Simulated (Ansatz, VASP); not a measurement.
Two plane-wave programs on MgZn2S3

```xyz
12
Lattice="6.6487 0.0000 0.0000 -3.3243 5.7579 0.0000 0.0000 0.0000 6.1198" Properties=species:S:1:pos:R:3 pbc="T T T"
Mg    3.3243    1.9193    6.0938
Mg    0.0000    3.8386    6.0938
Zn    2.2162    0.0000    3.0339
Zn   -1.1081    1.9193    3.0339
Zn    2.2162    3.8386    3.0339
Zn    0.0000    0.0000    6.0938
S     0.0000    0.0000    2.3209
S     3.3243    1.9193    2.3209
S     0.0000    3.8386    2.3209
S     2.2162    0.0000    5.3808
S    -1.1081    1.9193    5.3808
S     2.2162    3.8386    5.3808
```

Alike in both runs: task relaxation of cell and atoms; functional PBE; k mesh 3 × 3 × 4; occupations gaussian, width 0.1 eV; no spin polarisation.

```csv
,VASP,Ansatz
version,VASP 6.6.1,Ansatz 0.2.0
potentials or method,"VASP PAW PBE potentials, release 64 (Mg, Zn, S), cutoff 600 eV","scalar-relativistic, plane waves, PAW"
valence electrons in the cell,88,104
```

VASP gave:

| Quantity | Value |
| --- | --- |
| gap on the k mesh at the Fermi level, each at its own relaxed structure (eV) | 2.33 |
| relaxed volume (Å³/atom) | 21.22 |
| relaxed cell length with the largest relative difference (Å) | 6.793 |

Problem. Estimate Ansatz's values.

Solution. gap on the k mesh at the Fermi level, each at its own relaxed structure (eV): 2.33; relaxed volume (Å³/atom): 21.15; relaxed cell length with the largest relative difference (Å): 6.776.

VASP's potentials hold 88 valence electrons a cell and Ansatz's 104, so a difference there can come from the potentials and not from the codes.
